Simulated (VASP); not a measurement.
Set up this calculation in VASP 6.6.1, as the native input.

```
Task                   : relaxation of cell and atoms
Functional             : PBEsol
Potentials or basis    : VASP PAW PBE potentials, release 64 (Na_pv)
Cutoff                 : 600 eV
k mesh                 : 8 × 8 × 8
Occupations            : fermi-dirac, width 0.02 eV
Spin                   : no spin polarisation
Dipole correction      : no
Further INCAR settings : ALGO = Normal; EDIFF = 1e-06; IBRION = 2; EDIFFG = -0.03; NSW = 80; ISIF = 3
```

The structure of Na lies in POSCAR:

```
Na
1.0
    3.7083210290     -0.0000000205     -0.0000000356
   -1.2361069903      3.4962386021     -0.0000000356
   -1.2361069903     -1.7481192497      3.0278314768
Na
1
Direct
    0.0000000000      0.0000000000      0.0000000000
```

These files were run (other wordings do the same):

INCAR

```
SYSTEM = Na
ALGO = Normal ; EDIFF = 1E-6
EDIFFG = -0.03 ; ENCUT = 600
GGA = PS ; IBRION = 2
ISIF = 3 ; ISMEAR = -1
LASPH = .TRUE. ; LCHARG = .FALSE.
LREAL = .FALSE. ; LWAVE = .FALSE.
NELM = 100 ; NSW = 80
PREC = Accurate ; SIGMA = 0.02
```

KPOINTS

```
k-points
0
G
  8 8 8
  0 0 0
```

Potentials or basis: VASP PAW PBE potentials, release 64 (Na_pv).

Run with:

```bash
$ cat potpaw_PBE.64/Na_pv/POTCAR > POTCAR
$ mpirun -np 1 vasp_std > vasp.out
```

Results of the run:

* Relaxed volume: 36.36 Å³/atom
* Relaxed cell: a = 3.615 Å, b = 3.615 Å, c = 3.615 Å, α = 109.47°, β = 109.47°, γ = 109.47°
* Space group after relaxing (to 0.05 Å): Im-3m (No. 229)
* Energy gained by relaxing: 5.1 meV/atom
* Ionic steps: 3
* Pressure after relaxing: 0.0 GPa

Caveat: the PAW data sets were made with another functional, which shifts forces and pressure a little.

It took 13 s on 1 thread of Intel(R) Xeon(R) Platinum 8259CL CPU @ 2.50GHz (Skylake/Cascade Lake), on a shared host, peak memory 0.16 GiB.
